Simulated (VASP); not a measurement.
**GaAs: single point with PBE**

Crystal: GaAs.

```
CELL_PARAMETERS angstrom
0.00000 2.91808 2.75937
2.91808 0.00000 2.75937
2.91808 2.91808 0.00000
ATOMIC_POSITIONS crystal
Ga 0.00000 0.00000 0.00000
As 0.25000 0.25000 0.25000
```

This cell differs from its parent crystal: epitaxial xy strain +3.0%.

| Quantity | Value |
| --- | --- |
| Program | VASP 6.6.1 |
| Task | single point |
| Functional | PBE |
| Potentials or basis | VASP PAW PBE potentials, release 64 (Ga_d, As) |
| Cutoff | 520 eV |
| k mesh | 8 × 8 × 8 |
| Occupations | fermi-dirac, width 0.02 eV |
| Spin | no spin polarisation |

```
Pressure               : 0.7 GPa
Band gap on the k mesh : 0.02 eV
```

Stress tensor (GPa, compression positive):
```
-0.27  0.00  0.00
 0.00 -0.27  0.00
 0.00  0.00  2.62
```

Levels at points of the mesh, in eV from the valence-band top:
| k point | band 5 | band 6 | band 7 | band 8 | band 9 | band 10 | band 11 | band 12 | band 13 | band 14 |
| --- | --- | --- | --- | --- | --- | --- | --- | --- | --- | --- |
| (0.00, 0.00, 0.00) | -14.86 | -12.63 | -0.28 | -0.28 | 0.00 | 0.02 | 3.45 | 3.60 | 3.60 | 7.28 |
| (0.50, 0.00, 0.00) | -14.85 | -10.99 | -6.61 | -1.48 | -1.06 | 0.66 | 4.26 | 4.66 | 7.55 | 9.83 |
| (0.50, 0.50, 0.00) | -14.84 | -10.17 | -6.61 | -2.96 | -2.96 | 1.15 | 1.15 | 9.68 | 9.68 | 10.67 |
| (0.50, 0.00, 0.50) | -14.85 | -10.36 | -6.93 | -2.62 | -2.58 | 1.46 | 1.66 | 9.37 | 9.66 | 10.22 |

It took 35 s on 1 thread of Intel(R) Xeon(R) 6975P-C (Granite Rapids) (shared host), peak memory 0.2 GiB.

Caveat: the cell differs from its parent crystal (epitaxial xy strain +3.0%).
